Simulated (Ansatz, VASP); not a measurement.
# MoS in VASP and in Ansatz

Contents of INCAR:

```
SYSTEM = MoS
ALGO = Normal
EDIFF = 1E-6
ENCUT = 520
GGA = PS
ISIF = 2
ISMEAR = 0
ISPIN = 2
LASPH = .TRUE.
LCHARG = .TRUE.
LELF = .TRUE.
LMAXMIX = 4
LORBIT = 11
LREAL = .FALSE.
LVHAR = .TRUE.
LWAVE = .FALSE.
MAGMOM = 3.5 0
NBANDS = 21
NELM = 150
PREC = Accurate
SIGMA = 0.1
```

KPOINTS

```
k-points
0
G
  14 14 14
  0 0 0
```

File POSCAR:

```
MoS
1.0
    0.0000000000      2.4478204267      2.4478204267
    2.4478204267      0.0000000000      2.4478204267
    2.4478204267      2.4478204267      0.0000000000
Mo S
1 1
Direct
    0.0000000000      0.0000000000      0.0000000000
    0.5000000000      0.5000000000      0.5000000000
```

Input for Ansatz:

```yaml
crystal:
  lattice:
    - [0.0, 2.4478204267, 2.4478204267]
    - [2.4478204267, 0.0, 2.4478204267]
    - [2.4478204267, 2.4478204267, 0.0]
  atoms:
    - { symbol: Mo, position: [0.0, 0.0, 0.0], spin: 3.5 }
    - { symbol: S, position: [0.5, 0.5, 0.5] }
basis:
  ecutwfc: 420
kpoints:
  mp_grid: { grid: [14, 14, 14] }
hamiltonian:
  xc: pbesol
scf:
  occupations: { method: gaussian, width: 0.1 }
  lower_state_search: "off"
output:
  forces: true
  stress: true
  eigenvalues: true
  populations: true
magnetization:
  spin_polarized: true
```

Alike in both runs: task single point; functional PBEsol; k mesh 14 × 14 × 14; occupations gaussian, width 0.1 eV; collinear spin.

|  | VASP | Ansatz |
| --- | --- | --- |
| version | VASP 6.6.1 | Ansatz 0.2.0 |
| potentials or method | VASP PAW PBE potentials, release 64 (Mo_sv, S), cutoff 520 eV | scalar-relativistic, plane waves, PAW |
| valence electrons in the cell | 20 | 20 |

|  | VASP | Ansatz | Ansatz less VASP |
| --- | --- | --- | --- |
| gap on the k mesh at the Fermi level (eV) | none | none | - |
| pressure (GPa) | 0.3 | 0.0 | -0.34 |
| net moment per atom (μB) | 0.00 | 0.00 | -0.001 |

VASP's potentials were made for PBE, not for PBEsol. A gap of «none» marks a metal or a gap that the smearing closes. Ansatz's warnings: seeded moment not kept.
